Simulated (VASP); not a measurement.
# Ba16O (a cell with a defect) in VASP: single point with PBE+D3(BJ)

Aim: the single point of Ba16O (a cell with a defect) with PBE+D3(BJ).

Everything below comes from runs of VASP 6.6.1. Logs are shortened: lines on timing, memory, paths and dates and some standing lists are left out, and cuts for length are marked.

**1. The cell of the first run**

The cell holds a defect, 17 atoms: a = 10.040 Å, b = 10.040 Å, c = 10.040 Å, α = 90.00°, β = 90.00°, γ = 90.00°.

**2. Single point, PBE+D3(BJ)**

INCAR

```
ALGO     = Normal         # electronic algorithm
EDIFF    = 1E-6           # SCF threshold, eV
ENCUT    = 520            # plane-wave cutoff, eV
GGA      = PE             # functional
ISIF     = 2              # what is computed and relaxed
ISMEAR   = 0              # smearing method
IVDW     = 12             # dispersion correction
LASPH    = True           # aspherical terms in the spheres
LCHARG   = False          # write CHGCAR
LREAL    = Auto         
LWAVE    = False          # write WAVECAR
NBANDS   = 97             # bands
NELM     = 100            # most SCF steps
PREC     = Accurate       # precision mode
SIGMA    = 0.15           # smearing width, eV
```

KPOINTS

```
k-points
0
Gamma
  2 2 2
```

POSCAR

```
Ba16O
1.0
   10.0400000000      0.0000000000      0.0000000000
    0.0000000000     10.0400000000      0.0000000000
    0.0000000000      0.0000000000     10.0400000000
Ba O
16 1
Direct
    0.0001462607     -0.0020828564      0.0308728736
    0.5002773062     -0.0042622099      0.0052300895
    0.0002275634      0.4845233946     -0.0117009348
    0.0001465419     -0.0019861502      0.4680981441
    0.2615973332      0.2658657969      0.2495044793
    0.5002310106      0.5093510126     -0.0082575733
    0.5002804058     -0.0042211546      0.4937651183
    0.7388676720      0.2659450325      0.2495083782
    0.0002255186      0.4844151265      0.5106654184
    0.2187724997      0.7527778061      0.2495954972
    0.2580705906      0.2411968180      0.7494800458
    0.5002267548      0.5092885683      0.5072511743
    0.7816844328      0.7527028896      0.2495967741
    0.7423631120      0.2412644302      0.7494839915
    0.2444437388      0.7546589401      0.7494189162
    0.7560195539      0.7546246548      0.7494158089
    0.0002276051      0.8754679009      0.2494853986
```

Potentials or basis: VASP PAW PBE potentials, release 64 (Ba_sv, O).

Started as:

```bash
> cat potpaw_PBE.64/Ba_sv/POTCAR potpaw_PBE.64/O/POTCAR > POTCAR
> mpirun -np 1 vasp_std > vasp.out
```

OUTCAR:

```text
EDIFF = 1E-6
   ENCUT = 520
   GGA = PE
   ISIF = 2
   ISMEAR = 0
   IVDW = 12
   LASPH = True
   LREAL = Auto
   NELM = 100
   PREC = Accurate
 IVDW          = 12

 ion  position               nearest neighbor table
   1  0.000  0.998  0.031-  17 2.52  13 3.96  10 3.96   8 4.35   5 4.35   4 4.39  16 4.47  15 4.47
                            14 4.54  11 4.54
   2  0.500  0.996  0.005-  14 4.31  11 4.31  16 4.36  15 4.36   5 4.37   8 4.37  13 4.47  10 4.47

   3  0.000  0.485  0.988-  14 4.29  11 4.29   8 4.31   5 4.31  13 4.35  10 4.35  16 4.37  15 4.37

   4  0.000  0.998  0.468-  17 2.52  13 3.96  10 3.96   8 4.35   5 4.35   1 4.39  16 4.47  15 4.47
                            14 4.54  11 4.54
   5  0.262  0.266  0.250-  12 4.29   6 4.29   9 4.31   3 4.31   4 4.35   1 4.35   7 4.37   2 4.37

   6  0.500  0.509  0.992-   8 4.29   5 4.29  16 4.31  15 4.31  14 4.37  11 4.37  13 4.54  10 4.55

   7  0.500  0.996  0.494-  14 4.31  11 4.31  16 4.36  15 4.36   8 4.37   5 4.37  13 4.47  10 4.47

   8  0.739  0.266  0.250-  12 4.29   6 4.29   9 4.31   3 4.31   4 4.35   1 4.35   7 4.37   2 4.37

   9  0.000  0.484  0.511-  14 4.29  11 4.29   8 4.31   5 4.31  13 4.35  10 4.35  16 4.37  15 4.37

  10  0.219  0.753  0.250-  17 2.52   4 3.96   1 3.96   9 4.35   3 4.35  13 4.39   7 4.47   2 4.47
                            12 4.54   6 4.55
  11  0.258  0.241  0.749-   9 4.29   3 4.29   7 4.31   2 4.31  12 4.37   6 4.37   4 4.54   1 4.54

  12  0.500  0.509  0.507-   8 4.29   5 4.29  16 4.31  15 4.31  14 4.37  11 4.37  13 4.54  10 4.54

  13  0.782  0.753  0.250-  17 2.52   4 3.96   1 3.96   9 4.35   3 4.35  10 4.39   7 4.47   2 4.47
                            12 4.54   6 4.54
  14  0.742  0.241  0.749-   9 4.29   3 4.29   7 4.31   2 4.31  12 4.37   6 4.37   4 4.54   1 4.54

  15  0.244  0.755  0.749-  12 4.31   6 4.31   7 4.36   2 4.36   9 4.37   3 4.37   4 4.47   1 4.47

  16  0.756  0.755  0.749-  12 4.31   6 4.31   7 4.36   2 4.36   9 4.37   3 4.37   4 4.47   1 4.47

  17  0.000  0.875  0.249-   1 2.52   4 2.52  10 2.52  13 2.52

  LATTYP: Found a simple cubic cell.
 ALAT       =    10.0400000000

  Lattice vectors:

 A1 = (  10.0400000000,   0.0000000000,   0.0000000000)
 A2 = (   0.0000000000,  10.0400000000,   0.0000000000)
 A3 = (   0.0000000000,   0.0000000000,  10.0400000000)

Analysis of symmetry for initial positions (statically):
=====================================================================
 Subroutine PRICEL returns:
 Original cell was already a primitive cell.

 Routine SETGRP: Setting up the symmetry group for a
 simple cubic supercell.

 Subroutine GETGRP returns: Found  1 space group operations
 (whereof  1 operations were pure point group operations)
 out of a pool of 48 trial point group operations.

The static configuration has the point symmetry C_1 .

Analysis of symmetry for dynamics (positions and initial velocities):
=====================================================================
 Subroutine PRICEL returns:
 Original cell was already a primitive cell.

 Routine SETGRP: Setting up the symmetry group for a
 simple cubic supercell.

 Subroutine GETGRP returns: Found  1 space group operations
 (whereof  1 operations were pure point group operations)
 out of a pool of 48 trial point group operations.

The dynamic configuration has the point symmetry C_1 .

 Subroutine INISYM returns: Found  1 space group operations
 (whereof  1 operations are pure point group operations),
 and found     1 'primitive' translations

----------------------------------------------------------------------------------------

                                     Primitive cell

  volume of cell :    1012.0481

  direct lattice vectors                    reciprocal lattice vectors
    10.040000000  0.000000000  0.000000000     0.099601594  0.000000000  0.000000000
     0.000000000 10.040000000  0.000000000     0.000000000  0.099601594  0.000000000
     0.000000000  0.000000000 10.040000000     0.000000000  0.000000000  0.099601594

  length of vectors
    10.040000000 10.040000000 10.040000000     0.099601594  0.099601594  0.099601594

  position of ions in fractional coordinates (direct lattice)
     0.000146261  0.997917144  0.030872874
     0.500277306  0.995737790  0.005230090
     0.000227563  0.484523395  0.988299065
     0.000146542  0.998013850  0.468098144
     0.261597333  0.265865797  0.249504479
     0.500231011  0.509351013  0.991742427
[... 9 lines left out ...]
     0.756019554  0.754624655  0.749415809
     0.000227605  0.875467901  0.249485399

  ion indices of the primitive-cell ions
   primitive index   ion index
                 1           1
                 2           2
                 3           3
                 4           4
                 5           5
                 6           6
[... 9 lines left out ...]
                16          16
                17          17

----------------------------------------------------------------------------------------

 KPOINTS: k-points

Automatic generation of k-mesh.
 Grid dimensions read from file:
 generate k-points for:    2    2    2

 Generating k-lattice:

  Cartesian coordinates                     Fractional coordinates (reciprocal lattice)
     0.049800797  0.000000000  0.000000000     0.500000000  0.000000000  0.000000000
     0.000000000  0.049800797  0.000000000     0.000000000  0.500000000  0.000000000
     0.000000000  0.000000000  0.049800797     0.000000000  0.000000000  0.500000000

  Length of vectors
     0.049800797  0.049800797  0.049800797

  Shift w.r.t. Gamma in fractional coordinates (k-lattice)
     0.000000000  0.000000000  0.000000000

 Subroutine IBZKPT returns following result:
 ===========================================

 Found      8 irreducible k-points:

 Following reciprocal coordinates:
            Coordinates               Weight
  0.000000  0.000000  0.000000      1.000000
  0.500000  0.000000  0.000000      1.000000
  0.000000  0.500000  0.000000      1.000000
  0.000000  0.000000  0.500000      1.000000
  0.500000  0.500000  0.000000      1.000000
  0.000000  0.500000  0.500000      1.000000
  0.500000  0.000000  0.500000      1.000000
  0.500000  0.500000  0.500000      1.000000
   k-points           NKPTS =      8   k-points in BZ     NKDIM =      8   number of bands    NBANDS=     97
   number of dos      NEDOS =    301   number of ions     NIONS =     17
   total plane-waves  NPLWV = 512000
   dimension x,y,z NGX =    80 NGY =   80 NGZ =   80
   dimension x,y,z NGXF=   160 NGYF=  160 NGZF=  160
   ions per type =              16   1
   NGX,Y,Z   is equivalent  to a cutoff of  13.25, 13.25, 13.25 a.u.
   NGXF,Y,Z  is equivalent  to a cutoff of  26.49, 26.49, 26.49 a.u.
 SYSTEM =  unknown system
   PREC   = accura    normal or accurate (medium, high low for compatibility)
   ISTART =      0    job   : 0-new  1-cont  2-samecut
   ICHARG =      2    charge: 1-file 2-atom 10-const
   ISPIN  =      1    spin polarized calculation?
   LNONCOLLINEAR =      F non collinear calculations
   LSORBIT =      F    spin-orbit coupling
   LASPH  =      T    aspherical Exc in radial PAW
   ENCUT  =  520.0 eV  38.22 Ry    6.18 a.u.  18.67 18.67 18.67*2*pi/ulx,y,z
   NELM   =    100;   NELMIN=  2; NELMDL= -5     # of ELM steps
   EDIFF  = 0.1E-05   stopping-criterion for ELM
   LREAL  =      T    real-space projection
   EDIFFG = 0.1E-04   stopping-criterion for IOM
   NSW    =      0    number of steps for IOM
   IBRION =     -1    ionic relax: 0-MD 1-quasi-New 2-CG
   NFREE  =      0    steps in history (QN), initial steepest desc. (CG)
   ISIF   =      2    stress and relaxation
   ISYM   =      2    0-nonsym 1-usesym 2-fastsym
   POTIM  = 0.5000    time-step for ionic-motion
   TEBEG  =    0.0;   TEEND  =   0.0 temperature during run
   PSTRESS=    0.0 pullay stress
   NELECT =     166.0000    total number of electrons
   NUPDOWN=      -1.0000    fix difference up-down
   EMIN   =  10.00;   EMAX   =-10.00  energy-range for DOS
   EFERMI =   0.00;   METHOD = LEGACY
   ISMEAR =     0;   SIGMA  =   0.15  broadening in eV -4-tet -1-fermi 0-gaus
   EFERMI_NEDOS =   21; number of points for ismear=-14 and -15
   IALGO  =     38    algorithm
   IMIX   =      4    mixing-type and parameters
     AMIX     =   0.40;   BMIX     =  1.00
     AMIX_MAG =   1.60;   BMIX_MAG =  1.00
  volume/ion in A,a.u.               =      59.53       401.74
  Fermi-wavevector in a.u.,A,eV,Ry     =   0.896143  1.693464 10.926453  0.803072
  Thomas-Fermi vector in A             =   2.018564
   LORBIT       =      0    0 simple, 1 ext, 2 COOP (PROOUT), +10 PAW based schemes
   GGA     = PE    functional components
   LHFCALC =     F    Hartree Fock is set to
   AEXX    =    0.0000 exact exchange contribution
   IVDW    =    12    specifies the selected vdW correction
   LEPSILON=     F    determine dielectric tensor
   LRPA    =     F    only Hartree local field effects (RPA)
 non-spin polarized calculation
 Gauss-broadening in eV      SIGMA  =   0.15
  energy-cutoff  :      520.00
  volume of cell :     1012.05
 maximum number of plane-waves:     27278
 NGX is ok and might be reduce to    80
   NGX = 37   NGY = 37   NGZ = 37

 number of electron     165.9999998 magnetization

 Free energy of the ion-electron system (eV)
  ---------------------------------------------------
  ext. energy  EPLUGINS =         0.00000000
  ---------------------------------------------------
  free energy    TOTEN  =       -40.26483647 eV

  energy without entropy =      -40.10338130  energy(sigma->0) =      -40.18410889

 E-fermi :   1.6870     XC(G=0):  -7.4189

 val. band max:        1.6593861185   @ k =   0.0000   0.5000   0.0000
 cond. band min:       1.7251109459   @ k =   0.0000   0.0000   0.5000
 fundamental gap:      0.0657248273
 Fermi energy:         1.6869744773

 k-point     1 :       0.0000    0.0000    0.0000
  band No.  band energies     occupation
      1     -27.2417      2.00000
      2     -27.2144      2.00000
      3     -27.2136      2.00000
      4     -27.2135      2.00000
      5     -27.2106      2.00000
      6     -27.2069      2.00000
[... 773 lines left out ...]
     94       2.2148      0.00000
     95       2.2298      0.00000
 [bands above 95 left out]

------------------------ aborting loop because EDIFF is reached ----------------------------------------

 Edisp (eV)   -3.26616

 E8    (eV) :    -1.8659

  FORCE on cell =-STRESS in cart. coord.  units (eV):
  Direction    XX          YY          ZZ          XY          YZ          ZX
  --------------------------------------------------------------------------------------
  -------------------------------------------------------------------------------------
  Total      -1.05927    -0.43286    -1.06395    -0.00221    -0.00183    -0.00029
  in kB      -1.67694    -0.68527    -1.68435    -0.00349    -0.00290    -0.00047
  external pressure =       -1.35 kB  Pullay stress =        0.00 kB

 VOLUME and BASIS-vectors are now :
 -----------------------------------------------------------------------------
  energy-cutoff  :      520.00
  volume of cell :     1012.05
      direct lattice vectors                 reciprocal lattice vectors
    10.040000000  0.000000000  0.000000000     0.099601594  0.000000000  0.000000000
     0.000000000 10.040000000  0.000000000     0.000000000  0.099601594  0.000000000
     0.000000000  0.000000000 10.040000000     0.000000000  0.000000000  0.099601594

 POSITION                                       TOTAL-FORCE (eV/Angst)
 -----------------------------------------------------------------------------------
      0.00147     10.01909      0.30996         0.001048      0.104070     -0.193135
      5.02278      9.99721      0.05251        -0.000524      0.000547     -0.001033
      0.00228      4.86461      9.92252         0.000274      0.002505     -0.002750
      0.00147     10.02006      4.69971         0.000930      0.103508      0.192594
      2.62644      2.66929      2.50502         0.002256     -0.002614     -0.000071
      5.02232      5.11388      9.95709        -0.000325      0.002318     -0.001189
[... 9 lines left out ...]
      7.59044      7.57643      7.52413         0.000043     -0.001047     -0.000099
      0.00229      8.78970      2.50483        -0.000096      0.000237     -0.000829
 -----------------------------------------------------------------------------------
    total drift:                                0.000677      0.001209     -0.001895

  FREE ENERGIE OF THE ION-ELECTRON SYSTEM (eV)
  ---------------------------------------------------
  free  energy   TOTEN  =       -43.5309916052 eV

  energy  without entropy=      -43.3695364302  energy(sigma->0) =      -43.45026402
```

Run time: 28 min. Hardware: 1 thread of Oxide Virtual Turin-like, shared host; peak memory 1.2 GiB.

What came out:

* Free energy: -43.5310 eV
* Pressure: -0.1 GPa
* Largest force: 0.219 eV/Å
* Band gap on the k mesh: zero (bands 83 and 84 overlap by 0.41 eV)
* Dispersion energy per atom: -0.192 eV

Forces in eV/Å, atoms in the order of the input:
```
Ba   0.001  0.104 -0.193
Ba  -0.001  0.001 -0.001
Ba   0.000  0.003 -0.003
Ba   0.001  0.104  0.193
Ba   0.002 -0.003  0.000
Ba   0.000  0.002 -0.001
Ba   0.000  0.001  0.001
Ba  -0.004 -0.003  0.000
Ba   0.000  0.004  0.004
Ba   0.193 -0.105 -0.001
Ba   0.001 -0.002  0.001
Ba   0.000  0.003  0.001
Ba  -0.192 -0.104 -0.001
Ba  -0.001 -0.002  0.001
Ba   0.000 -0.001  0.000
Ba   0.000 -0.001  0.000
O    0.000  0.000 -0.001
```

Stress tensor (GPa, compression positive):
```
-0.17  0.00  0.00
 0.00 -0.07  0.00
 0.00  0.00 -0.17
```

Levels at points of the mesh, in eV from the Fermi level:
| k point | band 81 | band 82 | band 83 | band 84 | band 85 | band 86 |
| --- | --- | --- | --- | --- | --- | --- |
| (0.00, 0.00, 0.00) | -0.64 | -0.33 | -0.31 | 0.43 | 0.46 | 0.47 |
| (0.50, 0.00, 0.00) | -0.29 | -0.28 | -0.25 | -0.17 | -0.03 | 0.04 |
| (0.00, 0.50, 0.00) | -0.28 | -0.24 | -0.12 | -0.12 | -0.03 | 0.11 |
| (0.00, 0.00, 0.50) | -0.29 | -0.28 | -0.25 | -0.17 | -0.03 | 0.04 |
| (0.50, 0.50, 0.00) | -0.25 | -0.23 | -0.20 | 0.10 | 0.15 | 0.21 |
| (0.00, 0.50, 0.50) | -0.25 | -0.23 | -0.20 | 0.10 | 0.15 | 0.21 |
| (0.50, 0.00, 0.50) | -0.23 | -0.15 | -0.15 | -0.09 | 0.12 | 0.18 |
| (0.50, 0.50, 0.50) | 0.23 | 0.23 | 0.24 | 0.24 | 0.29 | 0.29 |

Caveat: spin-orbit coupling is left out, which moves the levels of the heavy elements.
